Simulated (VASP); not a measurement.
Write the native input for VASP 6.6.1 that does the following.

```yaml
Task: single point
Functional: PBEsol
Potentials_or_basis: VASP PAW PBE potentials, release 64 (In_d, P)
Cutoff: 520 eV
k_mesh: 4 × 6 × 1
Occupations: gaussian, width 0.05 eV
Spin: no spin polarisation
Dipole_correction: yes
Further_INCAR_settings: ALGO = Normal; EDIFF = 1e-06; NBANDS = 76
```

The structure of InP lies in POSCAR:

```
InP
1.0
    5.8610000000      0.0000000000      0.0000000000
    0.0000000000      4.1443528450      0.0000000000
    0.0000000000      0.0000000000     28.4330585340
In P
7 7
Direct
    0.5563870599      0.5000000000      0.2960336669
   -0.0172376468      0.0000000000      0.3502992253
    0.4866774512      0.5000000000      0.4276736658
   -0.0169194492      0.0000000000      0.4999996096
    0.4866796474      0.5000000000      0.5723261684
   -0.0172295218      0.0000000000      0.6496990538
    0.5563990513      0.5000000000      0.7039671949
    0.7669395254      0.0000000000      0.2719987803
    0.2339373833      0.5000000000      0.3542457092
    0.7395241753      0.0000000000      0.4257915985
    0.2344160785      0.5000000000      0.5000003970
    0.7395266467      0.0000000000      0.5742083477
    0.2339471509      0.5000000000      0.6457557555
    0.7669524481      0.0000000000      0.7280008271
```

These files were run (other wordings do the same):

INCAR

```
  PREC = Accurate
  ENCUT = 520
  EDIFF = 1E-6
  ISMEAR = 0
  SIGMA = 0.05
  LREAL = F
  LASPH = T
  NELM = 80
  ALGO = Normal
  ISIF = 2
  LWAVE = F
  LCHARG = F
  LDIPOL = T
  IDIPOL = 3
  DIPOL = 0.5 0.5 0.500
  GGA = PS
  NBANDS = 76
```

KPOINTS

```
regular mesh
0
Gamma
  4 6 1
```

Potentials or basis: VASP PAW PBE potentials, release 64 (In_d, P).

Command:

```console
$ cat potpaw_PBE.64/In_d/POTCAR potpaw_PBE.64/P/POTCAR > POTCAR
$ mpirun -np 1 vasp_std > vasp.out
```

Results of the run:

```
Largest force          : 0.011 eV/Å
Band gap on the k mesh : 1.00 eV
```

Caveat: the PAW data sets were made with another functional, which shifts forces and pressure a little; spin-orbit coupling is left out, which moves the levels of the heavy elements.

Wall time 25 min on 1 thread of Oxide Virtual Turin-like Processor, on a shared host, peak memory 0.87 GiB.
